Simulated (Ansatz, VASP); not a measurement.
One calculation of CdTe, two programs

INCAR

```
SYSTEM = CdTe
  ALGO = Normal
  DIPOL = 0.5 0.5 0.500
  EDIFF = 1E-6
  ENCUT = 520
  GGA = PS
  IDIPOL = 3
  ISIF = 2
  ISMEAR = 0
  LASPH = .True.
  LCHARG = .False.
  LDIPOL = .True.
  LREAL = .False.
  LWAVE = .False.
  NBANDS = 36
  NELM = 60
  PREC = Accurate
  SIGMA = 0.05
```

The input KPOINTS:

```
k-points
0
Gamma
  6 6 1
  0 0 0
```

File POSCAR:

```
CdTe
1.0
    4.5886584790      0.0000000000      0.0000000000
   -2.2943292395      3.9738948121      0.0000000000
    0.0000000000      0.0000000000     13.4299039080
Te Cd
3 3
Direct
    0.0000000000      0.0000000000      0.1861517415
    0.3333333333      0.6666666667      0.4651279713
    0.6666666667      0.3333333333      0.7441042011
    0.3333333333      0.6666666667      0.2558957989
    0.6666666667      0.3333333333      0.5348720287
    0.0000000000      0.0000000000      0.8138482585
```

Input for Ansatz:

```yaml
crystal:
  lattice:
    - [4.588658479, 0.0, 0.0]
    - [-2.2943292395, 3.9738948121, 0.0]
    - [0.0, 0.0, 13.429903908]
  atoms:
    - { symbol: Te, position: [0.0, 0.0, 0.1861517415] }
    - { symbol: Cd, position: [0.3333333333, 0.6666666667, 0.2558957989] }
    - { symbol: Te, position: [0.3333333333, 0.6666666667, 0.4651279713] }
    - { symbol: Cd, position: [0.6666666667, 0.3333333333, 0.5348720287] }
    - { symbol: Te, position: [0.6666666667, 0.3333333333, 0.7441042011] }
    - { symbol: Cd, position: [0.0, 0.0, 0.8138482585] }
basis:
  ecutwfc: 420
kpoints:
  mp_grid: { grid: [6, 6, 1] }
hamiltonian:
  xc: pbesol
scf:
  occupations: { method: gaussian, width: 0.05 }
output:
  forces: true
  stress: true
  eigenvalues: true
efield:
  axis: 3
  dipole_correction: true
  ramp_width: 0.04
```

Alike in both runs: task single point; functional PBEsol; k mesh 6 × 6 × 1; occupations gaussian, width 0.05 eV; no spin polarisation.

|  | VASP | Ansatz |
| --- | --- | --- |
| version | VASP 6.6.1 | Ansatz 0.2.0 |
| potentials or method | VASP PAW PBE potentials, release 64 (Te, Cd), cutoff 520 eV | scalar-relativistic, plane waves, PAW |
| valence electrons in the cell | 54 | 108 |

|  | VASP | Ansatz | Ansatz less VASP |
| --- | --- | --- | --- |
| gap on the k mesh at the Fermi level (eV) | none | none | - |
| rms of the force components (eV/Å) | 0.318 | 0.320 | +0.0022 |

VASP's potentials were made for PBE, not for PBEsol. A gap of «none» marks a metal or a gap that the smearing closes. VASP's potentials hold 54 valence electrons a cell and Ansatz's 108, so a difference there can come from the potentials and not from the codes. Ansatz's warnings: net force over tolerance, vacuum below fermi, vacuum density over bound.

Spin-orbit coupling is off throughout.
